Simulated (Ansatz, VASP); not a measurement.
Re: VASP beside Ansatz

The input INCAR:

```
SYSTEM = Re
  AGGAC = 1.0
  AGGAX = 1.0
  ALDAC = 0.0
  ALDAX = 1.0
  ALGO = Normal
  EDIFF = 1E-6
  ENCUT = 520
  GGA = B5
  ISIF = 2
  ISMEAR = -1
  LASPH = .True.
  LCHARG = .True.
  LELF = .True.
  LREAL = .False.
  LVHAR = .True.
  LWAVE = .False.
  NBANDS = 14
  NELM = 100
  PREC = Accurate
  SIGMA = 0.1
```

Contents of KPOINTS:

```
k-points
0
Gamma
  11 11 11
  0 0 0
```

POSCAR

```
Re
1.0
    0.0000000000      2.7429220572      2.7429220572
    2.7429220572      0.0000000000      2.7429220572
    2.7429220572      2.7429220572      0.0000000000
Re
2
Direct
    0.1250000000      0.1250000000      0.1250000000
    0.8750000000      0.8750000000      0.8750000000
```

Input for Ansatz:

```yaml
crystal:
  lattice:
    - [0.0, 2.7429220572, 2.7429220572]
    - [2.7429220572, 0.0, 2.7429220572]
    - [2.7429220572, 2.7429220572, 0.0]
  atoms:
    - { symbol: Re, position: [0.125, 0.125, 0.125] }
    - { symbol: Re, position: [0.875, 0.875, 0.875] }
hamiltonian:
  xc: blyp
  pseudopotentials:
    kind: paw
    azcp:
      Re: "pseudopotentials/Re.paw.azcp"
basis:
  ecutwfc: 420
  fft_grid_basis: typed
kpoints:
  mp_grid: { grid: [11, 11, 11], shift: [0, 0, 0] }
magnetization:
  spin_polarized: false
scf:
  occupations: { method: fermi_dirac, width: 0.1 }
  lower_state_search: "off"
output:
  stress: true
  write_density: true
  write_potential: true
  elf: true
  volumetric_format: npy
```

Alike in both runs: task single point; functional BLYP; k mesh 11 × 11 × 11; occupations fermi-dirac, width 0.1 eV; no spin polarisation.

|  | VASP | Ansatz |
| --- | --- | --- |
| version | VASP 6.6.1 | Ansatz 0.2.0 |
| potentials or method | VASP PAW PBE potentials, release 64 (Re), cutoff 520 eV | plane waves (420 eV) with PAW, scalar-relativistic |
| valence electrons in the cell | 14 | 30 |

|  | VASP | Ansatz | Ansatz less VASP |
| --- | --- | --- | --- |
| pressure (GPa) | 25.8 | 26.9 | +1.14 |

VASP's potentials were made for PBE, not for BLYP. VASP's potentials hold 14 valence electrons a cell and Ansatz's 30, so a difference there can come from the potentials and not from the codes.

Spin-orbit coupling is off throughout.
